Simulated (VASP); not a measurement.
# Ti (I4/mmm) in VASP: further runs

Ti is run at these levels: PBEsol; tasks: single point.

All numbers are computed with VASP 6.6.1; they aren't measurements. Logs are shortened: lines on timing, memory, paths and dates and some standing lists are left out, and cuts for length are marked.

### Step 1. The cell of the first run

The structure is tetragonal, space group I4/mmm (No. 139). Conventional cell: a = 2.871 Å, b = 2.871 Å, c = 4.517 Å, α = 90.00°, β = 90.00°, γ = 90.00°. Ti (site symmetry 4/mmm) has 12 Ti at 2.87 to 3.04 Å within 3.8 Å.

### Step 2. Single point, PBEsol (strain +0.1125 x Voigt [0, 0, 1, 0, 0, 0])

Contents of INCAR:

```
SYSTEM = Ti
ALGO = Fast
EDIFF = 1E-7
ENCUT = 520
GGA = PS
ISIF = 2
ISMEAR = 0
LASPH = .True.
LCHARG = .False.
LREAL = .False.
LWAVE = .False.
NBANDS = 12
NELM = 80
PREC = Accurate
SIGMA = 0.15
```

Contents of KPOINTS:

```
k-points
0
Gamma
  20 20 20
  0 0 0
```

Contents of POSCAR:

```
Ti
1.0
    0.0000000000      2.0300000000      2.2583750000
    2.0300000000      0.0000000000      2.2583750000
    2.0300000000      2.0300000000      0.0000000000
Ti
1
Direct
    0.0000000000      0.0000000000      0.0000000000
```

Potentials or basis: VASP PAW PBE potentials, release 64 (Ti_sv).

The run is started by

```console
$ cat potpaw_PBE.64/Ti_sv/POTCAR > POTCAR
$ mpirun -np 1 vasp_std > vasp.out
```

OUTCAR:

```text
SYSTEM = Ti
   EDIFF = 1E-7
   ENCUT = 520
   GGA = PS
   ISIF = 2
   ISMEAR = 0
   LASPH = .True.
   LREAL = .False.
   NELM = 80
   PREC = Accurate

 ion  position               nearest neighbor table
   1  0.000  0.000  0.000-

  LATTYP: Found a body centered tetragonal cell.
 ALAT       =     2.8708535316
 C/A-ratio  =     1.5733125881

  Lattice vectors:

 A1 = (  -2.0300000000,   0.0000000000,   2.2583750000)
 A2 = (   2.0300000000,   0.0000000000,   2.2583750000)
 A3 = (   0.0000000000,   2.0300000000,  -2.2583750000)

Analysis of symmetry for initial positions (statically):
=====================================================================
 Subroutine PRICEL returns:
 Original cell was already a primitive cell.

 Routine SETGRP: Setting up the symmetry group for a
 body centered tetragonal supercell.

 Subroutine GETGRP returns: Found 16 space group operations
 (whereof 16 operations were pure point group operations)
 out of a pool of 16 trial point group operations.

The static configuration has the point symmetry D_4h.

Analysis of symmetry for dynamics (positions and initial velocities):
=====================================================================
 Subroutine PRICEL returns:
 Original cell was already a primitive cell.

 Routine SETGRP: Setting up the symmetry group for a
 body centered tetragonal supercell.

 Subroutine GETGRP returns: Found 16 space group operations
 (whereof 16 operations were pure point group operations)
 out of a pool of 16 trial point group operations.

The dynamic configuration has the point symmetry D_4h.

 Subroutine INISYM returns: Found 16 space group operations
 (whereof 16 operations are pure point group operations),
 and found     1 'primitive' translations

----------------------------------------------------------------------------------------

                                     Primitive cell

  volume of cell :      18.6131

  direct lattice vectors                    reciprocal lattice vectors
     0.000000000  2.030000000  2.258375000    -0.246305419  0.246305419  0.221398129
     2.030000000  0.000000000  2.258375000     0.246305419 -0.246305419  0.221398129
     2.030000000  2.030000000  0.000000000     0.246305419  0.246305419 -0.221398129

  length of vectors
     3.036635908  3.036635908  2.870853532     0.412734600  0.412734600  0.412734600

  position of ions in fractional coordinates (direct lattice)
     0.000000000  0.000000000  0.000000000

  ion indices of the primitive-cell ions
   primitive index   ion index
                 1           1

----------------------------------------------------------------------------------------

 KPOINTS: k-points

Automatic generation of k-mesh.
 Grid dimensions read from file:
 generate k-points for:   20   20   20

 Generating k-lattice:

  Cartesian coordinates                     Fractional coordinates (reciprocal lattice)
    -0.012315271  0.012315271  0.011069906     0.050000000  0.000000000  0.000000000
     0.012315271 -0.012315271  0.011069906     0.000000000  0.050000000  0.000000000
     0.012315271  0.012315271 -0.011069906     0.000000000  0.000000000  0.050000000

  Length of vectors
     0.020636730  0.020636730  0.020636730

  Shift w.r.t. Gamma in fractional coordinates (k-lattice)
     0.000000000  0.000000000  0.000000000

 Subroutine IBZKPT returns following result:
 ===========================================

 Found    641 irreducible k-points:

 Following reciprocal coordinates:
            Coordinates               Weight
  0.000000  0.000000  0.000000      1.000000
  0.050000  0.000000  0.000000      8.000000
  0.100000 -0.000000  0.000000      8.000000
  0.150000  0.000000  0.000000      8.000000
  0.200000 -0.000000  0.000000      8.000000
  0.250000 -0.000000  0.000000      8.000000
[... 16 lines left out ...]
 -0.400000  0.050000  0.000000      8.000000
 -0.350000  0.050000  0.000000      8.000000
 [... further k-points ...]
   k-points           NKPTS =    641   k-points in BZ     NKDIM =    641   number of bands    NBANDS=     12
   number of dos      NEDOS =    301   number of ions     NIONS =      1
   total plane-waves  NPLWV =  13824
   dimension x,y,z NGX =    24 NGY =   24 NGZ =   24
   dimension x,y,z NGXF=    48 NGYF=   48 NGZF=   48
   ions per type =               1
   NGX,Y,Z   is equivalent  to a cutoff of  13.14, 13.14, 13.90 a.u.
   NGXF,Y,Z  is equivalent  to a cutoff of  26.28, 26.28, 27.80 a.u.
 SYSTEM =  Ti
   PREC   = accura    normal or accurate (medium, high low for compatibility)
   ISTART =      0    job   : 0-new  1-cont  2-samecut
   ICHARG =      2    charge: 1-file 2-atom 10-const
   ISPIN  =      1    spin polarized calculation?
   LNONCOLLINEAR =      F non collinear calculations
   LSORBIT =      F    spin-orbit coupling
   LASPH  =      T    aspherical Exc in radial PAW
   ENCUT  =  520.0 eV  38.22 Ry    6.18 a.u.   5.65  5.65  5.34*2*pi/ulx,y,z
   NELM   =     80;   NELMIN=  2; NELMDL= -5     # of ELM steps
   EDIFF  = 0.1E-06   stopping-criterion for ELM
   LREAL  =      F    real-space projection
   EDIFFG = 0.1E-05   stopping-criterion for IOM
   NSW    =      0    number of steps for IOM
   IBRION =     -1    ionic relax: 0-MD 1-quasi-New 2-CG
   NFREE  =      0    steps in history (QN), initial steepest desc. (CG)
   ISIF   =      2    stress and relaxation
   ISYM   =      2    0-nonsym 1-usesym 2-fastsym
   POTIM  = 0.5000    time-step for ionic-motion
   TEBEG  =    0.0;   TEEND  =   0.0 temperature during run
   PSTRESS=    0.0 pullay stress
   NELECT =      12.0000    total number of electrons
   NUPDOWN=      -1.0000    fix difference up-down
   EMIN   =  10.00;   EMAX   =-10.00  energy-range for DOS
   EFERMI =   0.00;   METHOD = LEGACY
   ISMEAR =     0;   SIGMA  =   0.15  broadening in eV -4-tet -1-fermi 0-gaus
   EFERMI_NEDOS =   21; number of points for ismear=-14 and -15
   IALGO  =     68    algorithm
   IMIX   =      4    mixing-type and parameters
     AMIX     =   0.40;   BMIX     =  1.00
     AMIX_MAG =   1.60;   BMIX_MAG =  1.00
  volume/ion in A,a.u.               =      18.61       125.61
  Fermi-wavevector in a.u.,A,eV,Ry     =   1.414260  2.672564 27.213432  2.000131
  Thomas-Fermi vector in A             =   2.535820
   LORBIT       =      0    0 simple, 1 ext, 2 COOP (PROOUT), +10 PAW based schemes
   GGA     = PS    functional components
   LHFCALC =     F    Hartree Fock is set to
   AEXX    =    0.0000 exact exchange contribution
   IVDW    =     0    specifies the selected vdW correction
   LEPSILON=     F    determine dielectric tensor
   LRPA    =     F    only Hartree local field effects (RPA)
 non-spin polarized calculation
 RMM-DIIS sequential band-by-band and
 Gauss-broadening in eV      SIGMA  =   0.15
  energy-cutoff  :      520.00
  volume of cell :       18.61
 maximum number of plane-waves:       517
   NGX = 11   NGY = 11   NGZ = 11

 number of electron      11.9999999 magnetization

 Free energy of the ion-electron system (eV)
  ---------------------------------------------------
  ext. energy  EPLUGINS =         0.00000000
  ---------------------------------------------------
  free energy    TOTEN  =        -8.20992502 eV

  energy without entropy =       -8.18582922  energy(sigma->0) =       -8.19787712

 E-fermi :   7.3477     XC(G=0): -11.3088

 val. band max:        7.3440786828   @ k =   0.4500   0.0500   0.1000
 cond. band min:       7.3492520951   @ k =  -0.3000   0.0000   0.0500
 fundamental gap:      0.0051734123
 Fermi energy:         7.3476865363

 k-point     1 :       0.0000    0.0000    0.0000
  band No.  band energies     occupation
      1     -49.2254      2.00000
      2     -25.2626      2.00000
      3     -25.2386      2.00000
      4     -25.2386      2.00000
      5       1.4629      2.00000
      6       7.6926      0.00115
      7       8.5275      0.00000
      8       8.5275      0.00000
      9       9.1515      0.00000
     10      10.1035      0.00000
     11      22.4394      0.00000
     12      24.9858      0.00000

 k-point     2 :       0.0500    0.0000    0.0000
  band No.  band energies     occupation
      1     -49.2231      2.00000
      2     -25.2686      2.00000
      3     -25.2492      2.00000
      4     -25.2394      2.00000
      5       1.5396      2.00000
      6       7.7059      0.00073
      7       8.4924      0.00000
      8       8.5541      0.00000
      9       9.1460      0.00000
     10      10.0775      0.00000
     11      22.4831      0.00000
     12      24.8575      0.00000

 k-point     3 :       0.1000   -0.0000    0.0000
  band No.  band energies     occupation
      1     -49.2163      2.00000
      2     -25.3007      2.00000
      3     -25.2649      2.00000
      4     -25.2416      2.00000
      5       1.7656      2.00000
      6       7.7288      0.00033
      7       8.3973      0.00000
      8       8.6283      0.00000
      9       9.1480      0.00000
     10      10.0077      0.00000
     11      22.5302      0.00000
     12      24.2214      0.00000
[... 286 lines left out ...]
 k-point    23 :      -0.4000    0.0500    0.0000
  band No.  band energies     occupation
      1     -49.1341      2.00000
      2     -25.7664      2.00000
      3     -25.3620      2.00000
      4     -25.2661      2.00000
      5       4.8489      2.00000
      6       7.5665      0.03913
      7       7.7446      0.00018
      8       8.5978      0.00000
      9      10.3311      0.00000
     10      10.8258      0.00000
     11      15.5733      0.00000
     12      21.1462      0.00000

 k-point    24 :      -0.3500    0.0500    0.0000
  band No.  band energies     occupation
      1     -49.1429      2.00000
      2     -25.7189      2.00000
      3     -25.3521      2.00000
      4     -25.2613      2.00000
      5       4.5380      2.00000
      6       7.3590      0.91517
      7       7.8382      0.00000
      8       8.6744      0.00000
      9      10.1407      0.00000
     10      10.5765      0.00000
     11      16.5477      0.00000
     12      21.4525      0.00000

 [... further k-points ...]

------------------------ aborting loop because EDIFF is reached ----------------------------------------

  FORCE on cell =-STRESS in cart. coord.  units (eV):
  Direction    XX          YY          ZZ          XY          YZ          ZX
  --------------------------------------------------------------------------------------
  -------------------------------------------------------------------------------------
  Total       -1.1011206     -1.1011206     -1.4802566      0.0000000      0.0000000     -0.0000000
  in kB      -94.7823255    -94.7823255   -127.4176156      0.0000000      0.0000000     -0.0000000
  external PRESSURE =    -105.6607556 kB  Pullay stress =       0.0000000 kB

 VOLUME and BASIS-vectors are now :
 -----------------------------------------------------------------------------
  energy-cutoff  :      520.00
  volume of cell :       18.61
      direct lattice vectors                 reciprocal lattice vectors
     0.000000000  2.030000000  2.258375000    -0.246305419  0.246305419  0.221398129
     2.030000000  0.000000000  2.258375000     0.246305419 -0.246305419  0.221398129
     2.030000000  2.030000000  0.000000000     0.246305419  0.246305419 -0.221398129

 POSITION                                       TOTAL-FORCE (eV/Angst)
 -----------------------------------------------------------------------------------
      0.00000      0.00000      0.00000         0.000000      0.000000     -0.000000
 -----------------------------------------------------------------------------------
    total drift:                               -0.000000     -0.000000     -0.000000

  FREE ENERGIE OF THE ION-ELECTRON SYSTEM (eV)
  ---------------------------------------------------
  free  energy   TOTEN  =        -8.2099250197 eV

  energy  without entropy=       -8.1858292181  energy(sigma->0) =       -8.19787712
```

It took 4.3 min on 1 thread of AMD EPYC 7R13 (Zen 3), shared host; peak memory 0.22 GiB.

What came out:

* Free energy: -8.2099 eV
* Pressure: -10.6 GPa
* Band gap on the k mesh: zero (bands 6 and 7 overlap by 1.13 eV)

Stress tensor (GPa, compression positive):
```
 -9.48   0.00   0.00
  0.00  -9.48   0.00
  0.00   0.00 -12.74
```

Caveat: the cell differs from its parent crystal (strain +0.1125 x Voigt [0, 0, 1, 0, 0, 0]); the cell stands under tension; the PAW data sets were made with another functional, which shifts forces and pressure a little.

(Part 1 of 2 ends here.)
